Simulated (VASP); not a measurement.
# C41O in VASP: notebook, part 2 of 3

VASP 6.6.1. The steps go on from the part before.

## Step 3: Single point, PBE+D3(BJ)

The input, INCAR:

```
SYSTEM = C41O
ALGO = Normal
DIPOL = 0.5 0.5 0.286
EDIFF = 1E-6
ENCUT = 520
GGA = PE
IDIPOL = 3
ISIF = 2
ISMEAR = 0
IVDW = 12
LASPH = .TRUE.
LCHARG = .FALSE.
LDIPOL = .TRUE.
LREAL = Auto
LUSENCCL = .FALSE.
LWAVE = .FALSE.
NBANDS = 112
NELM = 60
PREC = Accurate
SIGMA = 0.05
```

The input, KPOINTS:

```
k-points
0
G
  4 4 1
  0 0 0
```

The input, POSCAR:

```
C41O
1.0
    7.2946484380      0.0000000000      0.0000000000
   -3.3317658956      7.8620301879      0.0000000000
    0.0000000000      0.0000000000     23.5809581711
C O
41 1
Direct
    0.2500899670      0.1666966556      0.1696283913
    0.2500899670      0.6666966556      0.1696283913
    0.7500899670      0.1666966556      0.1696283913
    0.7500899670      0.6666966556      0.1696283913
    0.2499100331      0.3333033444      0.1696283913
    0.2499100331      0.8333033444      0.1696283913
    0.7499100330      0.3333033444      0.1696283913
    0.7499100331      0.8333033444      0.1696283913
    0.2500899670      0.4166966557      0.2218942371
    0.2500899670      0.9166966557      0.2218942371
    0.7500899670      0.4166966557      0.2218942371
    0.7500899670      0.9166966557      0.2218942371
    0.2499100331      0.0833033444      0.2218942371
    0.2499100331      0.5833033444      0.2218942371
    0.7499100331      0.0833033444      0.2218942371
    0.7499100331      0.5833033444      0.2218942371
    0.2500106166      0.1676584830      0.2741412246
    0.2500106166      0.6676584830      0.2741412246
    0.7500106166      0.1676584830      0.2741412246
    0.7500106166      0.6676584830      0.2741412246
    0.2499893834      0.3323415170      0.2741412246
    0.2499893834      0.8323415170      0.2741412246
    0.7499893834      0.3323415170      0.2741412246
    0.7499893834      0.8323415170      0.2741412246
    0.2500643137      0.4183240206      0.3266192408
    0.2500643137      0.9183240206      0.3266192408
    0.7500643137      0.4183240206      0.3266192408
    0.7500643137      0.9183240206      0.3266192408
    0.2499356863      0.0816759794      0.3266192408
    0.2499356863      0.5816759794      0.3266192408
    0.7499356863      0.0816759794      0.3266192408
    0.7499356863      0.5816759794      0.3266192408
    0.2498811848      0.1772167637      0.3744953071
    0.2498811848      0.6772167637      0.3744953071
    0.7498811848      0.1772167637      0.3744953071
    0.7498811848      0.6772167637      0.3744953071
    0.2501188152      0.3227832363      0.3744953071
    0.2501188152      0.8227832363      0.3744953071
    0.7501188152      0.3227832363      0.3744953071
    0.7501188152      0.8227832363      0.3744953071
    0.4998811848      0.3022167637      0.5632068924
    0.4998811848      0.3022167637      0.5144387299
```

Potentials or basis: VASP PAW PBE potentials, release 64 (C, O).

Started as:

```sh
$ cat potpaw_PBE.64/C/POTCAR potpaw_PBE.64/O/POTCAR > POTCAR
$ mpirun -np 1 vasp_std > vasp.out
```

Wall time 5.6 min (1 × NVIDIA H100 80GB with 1 thread of AMD EPYC 7R13 (Zen 3), shared host); peak memory 2.4 GiB.

Results (log left out):

```yaml
Free_energy: -349.5966 eV
Largest_force: 6.693 eV/Å
Band_gap_on_the_k_mesh: 0.01 eV (least direct gap 0.03 eV)
Dispersion_energy_per_atom: -0.113 eV
```

Forces on the atoms (eV/Å):
```
C   -2.576  6.078  1.103
C   -2.576  6.076  1.103
C   -2.575  6.078  1.103
C   -2.576  6.076  1.103
C    2.576 -6.078  1.103
C    2.576 -6.076  1.104
C    2.575 -6.078  1.103
C    2.576 -6.076  1.103
C   -0.160  0.379 -1.156
C   -0.161  0.380 -1.157
C   -0.161  0.380 -1.156
C   -0.162  0.380 -1.157
C    0.161 -0.379 -1.156
C    0.161 -0.380 -1.157
C    0.160 -0.379 -1.156
C    0.161 -0.380 -1.157
C    0.003 -0.004  0.014
C    0.002 -0.004  0.016
C    0.003 -0.007  0.014
C    0.002 -0.004  0.016
C   -0.002  0.006  0.013
C   -0.002  0.004  0.016
C   -0.002  0.004  0.015
C   -0.002  0.005  0.016
C    0.005  0.012 -0.003
C    0.002  0.020 -0.009
C    0.001  0.018  0.002
C    0.003  0.019 -0.009
C   -0.004 -0.014  0.000
C   -0.003 -0.020 -0.009
C   -0.004 -0.012 -0.007
C   -0.002 -0.021 -0.006
C    0.028 -0.070  0.040
C    0.034 -0.076  0.047
C    0.030 -0.073  0.055
C    0.033 -0.074  0.045
C   -0.033  0.071  0.046
C   -0.033  0.076  0.046
C   -0.027  0.068  0.037
C   -0.034  0.074  0.049
C   -0.001 -0.003 -0.751
O    0.005  0.005  0.730
```

Levels at points of the mesh, in eV from the valence-band top:
```
           k point  band 81  band 82  band 83  band 84  band 85  band 86  band 87  band 88  band 89  band 90
(0.00, 0.00, 0.00)    -0.94    -0.87    -0.80    -0.20    -0.02     0.04     0.58     0.64     0.74     0.95
(0.50, 0.00, 0.00)    -1.25    -0.91    -0.91    -0.14    -0.14     0.24     0.25     0.84     0.84     1.07
(0.00, 0.50, 0.00)    -1.32    -1.03    -1.03    -1.02    -1.02     0.58     0.58     0.61     0.61     1.46
(0.50, 0.50, 0.00)    -1.21    -1.11    -1.11    -0.76    -0.76     0.48     0.48     0.70     0.70     1.37
```

## Step 4: Single point, PBE+D3(BJ)

The input, INCAR:

```
SYSTEM = C41O
PREC     = Accurate       ! precision mode
ENCUT    = 520            ! plane-wave cutoff, eV
EDIFF    = 1E-6           ! SCF threshold, eV
ISMEAR   = 0              ! smearing method
SIGMA    = 0.05           ! smearing width, eV
LREAL    = Auto         
LASPH    = .True.         ! aspherical terms in the spheres
NELM     = 80             ! most SCF steps
ALGO     = Normal         ! electronic algorithm
ISIF     = 2              ! what is computed and relaxed
LWAVE    = .False.        ! write WAVECAR
LCHARG   = .True.         ! write CHGCAR
LDIPOL   = .True.       
IDIPOL   = 3            
DIPOL    = 0.5 0.5 0.286
GGA      = PE             ! functional
IVDW     = 12             ! dispersion correction
LELF     = .True.         ! ELF
LVHAR    = .True.       
LVACPOTAV= .True.       
NBANDS   = 112            ! bands
LUSENCCL = .False.
```

The input, KPOINTS:

```
regular mesh
0
Gamma
  4 4 1
  0 0 0
```

POSCAR: that of step 3 with these lines changed.

```diff
@@ -48,3 +48,3 @@
     0.7501188152      0.8227832363      0.3744953071
-    0.4998811848      0.3022167637      0.5632068924
-    0.4998811848      0.3022167637      0.5144387299
+    0.6248811848      0.1772167637      0.5632068924
+    0.6248811848      0.1772167637      0.5144387299
```

Potentials or basis: VASP PAW PBE potentials, release 64 (C, O).

Started as:

```sh
$ cat potpaw_PBE.64/C/POTCAR potpaw_PBE.64/O/POTCAR > POTCAR
$ mpirun -np 1 vasp_std > vasp.out
```

OUTCAR:

```text
SYSTEM = C41O
   PREC = Accurate
   ENCUT = 520
   EDIFF = 1E-6
   ISMEAR = 0
   LREAL = Auto
   LASPH = .True.
   NELM = 80
   ISIF = 2
   GGA = PE
   IVDW = 12
 IVDW          = 12

 ion  position               nearest neighbor table
   1  0.250  0.167  0.170-  13 1.42   5 1.42
   2  0.250  0.667  0.170-  14 1.42   6 1.42
   3  0.750  0.167  0.170-  15 1.42   7 1.42
   4  0.750  0.667  0.170-  16 1.42   8 1.42
   5  0.250  0.333  0.170-   9 1.42   1 1.42
   6  0.250  0.833  0.170-  10 1.42   2 1.42
   7  0.750  0.333  0.170-  11 1.42   3 1.42
   8  0.750  0.833  0.170-  12 1.42   4 1.42
   9  0.250  0.417  0.222-   5 1.42  14 1.42  21 1.43
  10  0.250  0.917  0.222-   6 1.42  13 1.42  22 1.43
  11  0.750  0.417  0.222-   7 1.42  16 1.42  23 1.43
  12  0.750  0.917  0.222-   8 1.42  15 1.42  24 1.43
  13  0.250  0.083  0.222-   1 1.42  10 1.42  17 1.43
  14  0.250  0.583  0.222-   2 1.42   9 1.42  18 1.43
[... 16 lines left out ...]
  31  0.750  0.082  0.327-  35 1.39  28 1.40  19 1.44
  32  0.750  0.582  0.327-  36 1.39  27 1.40  20 1.44
  33  0.250  0.177  0.374-  37 1.24  29 1.39
[... 273 lines left out ...]
  band No.  band energies     occupation
      1     -26.9103      2.00000
      2     -22.0225      2.00000
      3     -21.7428      2.00000
      4     -20.6492      2.00000
      5     -20.5244      2.00000
      6     -20.3885      2.00000
[... 989 lines left out ...]
     96      -0.3343      0.00000
     97      -0.3329      0.00000
 [bands above 97 left out]

------------------------ aborting loop because EDIFF is reached ----------------------------------------

 Edisp (eV)   -4.73462

 E8    (eV) :    -1.4086

  FORCE on cell =-STRESS in cart. coord.  units (eV):
  Direction    XX          YY          ZZ          XY          YZ          ZX
  --------------------------------------------------------------------------------------
  -------------------------------------------------------------------------------------
  Total       0.00466    -5.61798   -10.73916     2.37160    -0.02929    -0.04154
  in kB       0.00552    -6.65565   -12.72273     2.80965    -0.03470    -0.04921
  external pressure =       -6.46 kB  Pullay stress =        0.00 kB

 VOLUME and BASIS-vectors are now :
 -----------------------------------------------------------------------------
  energy-cutoff  :      520.00
  volume of cell :     1352.39
      direct lattice vectors                 reciprocal lattice vectors
     7.294648438  0.000000000  0.000000000     0.137086798  0.058094552 -0.000000000
    -3.331765896  7.862030188  0.000000000     0.000000000  0.127193610  0.000000000
     0.000000000  0.000000000 23.580958171     0.000000000 -0.000000000  0.042407098

 POSITION                                       TOTAL-FORCE (eV/Angst)
 -----------------------------------------------------------------------------------
      1.26892      1.31057      4.00000        -2.575134      6.076391      1.102892
     -0.39696      5.24159      4.00000        -2.575592      6.075656      1.102913
      4.91625      1.31057      4.00000        -2.577036      6.079149      1.102164
      3.25037      5.24159      4.00000        -2.574905      6.075859      1.103124
      0.71252      2.62044      4.00000         2.575108     -6.076472      1.102843
     -0.95337      6.55146      4.00000         2.575556     -6.075862      1.102962
[... 34 lines left out ...]
      3.96784      1.39328     13.28096         0.003546      0.001458     -0.735929
      3.96784      1.39328     12.13096        -0.016587     -0.009205      0.760569
 -----------------------------------------------------------------------------------
    total drift:                                0.000209      0.002867     -0.072394

  FREE ENERGIE OF THE ION-ELECTRON SYSTEM (eV)
  ---------------------------------------------------
  free  energy   TOTEN  =      -349.5868395306 eV

  energy  without entropy=     -349.5708281270  energy(sigma->0) =     -349.57883383

 vacuum level on the upper side and lower side of the slab         2.371         3.254
```

Wall time 6.3 min (1 × NVIDIA H100 80GB with 1 thread of AMD EPYC 7R13 (Zen 3), shared host); peak memory 2.4 GiB.

Results:

```
Free energy                : -349.5868 eV
Largest force              : 6.694 eV/Å
Band gap on the k mesh     : 0.01 eV (least direct gap 0.03 eV)
Dispersion energy per atom : -0.113 eV
```

Forces in eV/Å, atoms in the order of the input:
```
C   -2.575  6.076  1.103
C   -2.576  6.076  1.103
C   -2.577  6.079  1.102
C   -2.575  6.076  1.103
C    2.575 -6.076  1.103
C    2.576 -6.076  1.103
C    2.577 -6.079  1.102
C    2.575 -6.076  1.103
C   -0.161  0.380 -1.157
C   -0.161  0.380 -1.157
C   -0.161  0.378 -1.156
C   -0.161  0.380 -1.158
C    0.161 -0.380 -1.157
C    0.161 -0.380 -1.157
C    0.160 -0.379 -1.156
C    0.161 -0.380 -1.158
C    0.002 -0.005  0.016
C    0.002 -0.005  0.016
C    0.001 -0.006  0.011
C    0.002 -0.003  0.016
C   -0.002  0.005  0.016
C   -0.002  0.005  0.016
C   -0.004  0.007  0.010
C   -0.002  0.003  0.016
C    0.002  0.018 -0.009
C    0.003  0.021 -0.007
C    0.010  0.005 -0.001
C    0.003  0.021 -0.010
C   -0.001 -0.020 -0.006
C   -0.003 -0.020 -0.009
C   -0.006 -0.010  0.005
C   -0.001 -0.020 -0.010
C    0.034 -0.076  0.047
C    0.035 -0.077  0.049
C    0.034 -0.056  0.016
C    0.032 -0.075  0.047
C   -0.033  0.077  0.051
C   -0.034  0.077  0.047
C   -0.026  0.069  0.034
C   -0.033  0.075  0.047
C    0.004  0.001 -0.736
O   -0.017 -0.009  0.761
```

[end of part 2 of 3]
